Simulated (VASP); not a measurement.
Y:

```
CELL_PARAMETERS angstrom
3.31000 0.00000 0.00000
0.00000 3.31000 0.00000
0.00000 0.00000 3.31000
ATOMIC_POSITIONS crystal
Y 0.00000 0.00000 0.00000
```

```yaml
Program: VASP 6.6.1
Task: relaxation of cell and atoms
Functional: r2SCAN
Potentials_or_basis: VASP PAW PBE potentials, release 64 (Y_sv)
Cutoff: 600 eV
k_mesh: 12 × 12 × 12
Occupations: fermi-dirac, width 0.1 eV
Spin: no spin polarisation
```

At the start: pressure -0.9 GPa; volume 36.26 Å³/atom.

**Question.** How do energy, volume and symmetry change on relaxing?

**Answer.** Over 4 steps the energy falls by 4.9 meV/atom and the volume is 34.76 Å³/atom (-4.2 %); space group Pm-3m (No. 221, to 0.05 Å).

Step by step:
```tsv
step	energy change (eV)	largest force (eV/Å)	pressure (GPa)	volume (Å³)
1	0.0000	0.0000	-0.95	36.26
2	-0.0045	0.0000	-0.28	35.15
3	-0.0048	0.0000	-0.06	34.84
4	-0.0049	0.0000	0.00	34.76
```

Final structure:
```
Y
1.0
     3.26350    0.00000    0.00000
     0.00000    3.26350    0.00000
     0.00000    0.00000    3.26350
Y
1
Direct
  0.00000 0.00000 0.00000
```

Caveat: the PAW data sets were made with another functional, which shifts forces and pressure a little.
